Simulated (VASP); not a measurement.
Input of a VASP 6.6.1 run:

INCAR

```
ALGO = Fast ; EDIFF = 1E-7
EDIFFG = -0.008 ; ENCUT = 600
GGA = PS ; IBRION = 2
ISIF = 3 ; ISMEAR = 0
LASPH = True ; LCHARG = False
LREAL = False ; LWAVE = False
NELM = 60 ; NSW = 70
PREC = Accurate ; PSTRESS = 100.0
SIGMA = 0.1
```

File KPOINTS:

```
k-points
0
Gamma
  18 18 6
```

Contents of POSCAR:

```
Al
1.0
    2.7435886137      0.0000000000      0.0000000000
   -1.3717943069      2.3760174370      0.0000000000
    0.0000000000      0.0000000000      9.0041247950
Al
4
Direct
    0.0000000000      0.0000000000      0.0000000000
    0.3333333333      0.6666666667      0.2500000000
    0.0000000000      0.0000000000      0.5000000000
    0.6666666667      0.3333333333      0.7500000000
```

Potentials or basis: VASP PAW PBE potentials, release 64 (Al).

The run is started by

```bash
$ cat potpaw_PBE.64/Al/POTCAR > POTCAR
$ mpirun -np 1 vasp_std > vasp.out
```

Q: Predict the space group after relaxing (to 0.1 Å).

A: P6_3/mmc (No. 194).

Q: What does it give for the band gap on the k mesh?

A: Zero (bands 6 and 7 overlap by 5.69 eV).

Q: Estimate the relaxed volume.

A: 14.72 Å³/atom.

Q: What does it give for the relaxed cell?

A: a = 2.747 Å, b = 2.747 Å, c = 9.014 Å, α = 90.00°, β = 90.00°, γ = 120.00°.

The path:
| step | energy change (eV) | largest force (eV/Å) | pressure (GPa) | volume (Å³) |
| --- | --- | --- | --- | --- |
| 1 | 0.0000 | 0.0000 | 10.43 | 58.70 |
| 2 | -0.0209 | 0.0000 | 9.73 | 59.03 |
| 3 | -0.0128 | 0.0000 | 10.00 | 58.90 |

Caveat: the cell is relaxed towards a set pressure, so the run minimises the enthalpy, not the energy; the PAW data sets were made with another functional, which shifts forces and pressure a little.
